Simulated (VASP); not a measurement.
Wanted: the native input for a VASP 6.6.1 run.

| Quantity | Value |
| --- | --- |
| Task | single point |
| Functional | r2SCAN |
| Potentials or basis | VASP PAW PBE potentials, release 64 (Hg) |
| Cutoff | 520 eV |
| k mesh | 12 × 12 × 12 |
| Occupations | fermi-dirac, width 0.1 eV |
| Spin | no spin polarisation |
| Dipole correction | no |
| Further INCAR settings | ALGO = Normal; EDIFF = 1e-06; NBANDS = 12 |

The system is Hg.

```
Hg
1.0
     3.12470    0.00000    0.00000
     0.00000    3.12470    0.00000
     0.00000    0.00000    3.12470
Hg
1
Direct
  0.00000 0.00000 0.00000
```

One way to write it, as run:

POSCAR

```
Hg
1.0
    3.1247003489      0.0000000000      0.0000000000
    0.0000000000      3.1247003489      0.0000000000
    0.0000000000      0.0000000000      3.1247003489
Hg
1
Direct
    0.0000000000      0.0000000000      0.0000000000
```

INCAR.step1

```
SYSTEM = Hg
ALGO = Normal
EDIFF = 1E-4
ENCUT = 520
GGA = PE
ISMEAR = -1
LASPH = .True.
LCHARG = .False.
LREAL = .False.
LWAVE = .True.
NBANDS = 12
NELM = 100
PREC = Accurate
SIGMA = 0.1
```

INCAR.step2

```
SYSTEM = Hg
ALGO = Normal
EDIFF = 1E-6
ENCUT = 520
ISIF = 2
ISMEAR = -1
ISTART = 1
LASPH = .True.
LCHARG = .False.
LMIXTAU = .True.
LREAL = .False.
LWAVE = .False.
METAGGA = R2SCAN
NBANDS = 12
NELM = 100
PREC = Accurate
SIGMA = 0.1
```

KPOINTS

```
k-points
0
Gamma
  12 12 12
  0 0 0
```

Potentials or basis: VASP PAW PBE potentials, release 64 (Hg).

Command:

```sh
$ cat potpaw_PBE.64/Hg/POTCAR > POTCAR
$ cp INCAR.step1 INCAR
$ mpirun -np 1 vasp_std > vasp.out
$ cp INCAR.step2 INCAR
$ mpirun -np 1 vasp_std > vasp.out
```

Results of the run:

| Quantity | Value |
| --- | --- |
| Pressure | -1.5 GPa |
| Band gap on the k mesh | zero (bands 6 and 7 overlap by 4.70 eV) |

Caveat: the PAW data sets were made with another functional, which shifts forces and pressure a little; spin-orbit coupling is left out, which moves the levels of the heavy elements.

Wall time 23 s on 1 thread of Intel(R) Xeon(R) 6975P-C (Granite Rapids), with other jobs on the host, peak memory 0.16 GiB.
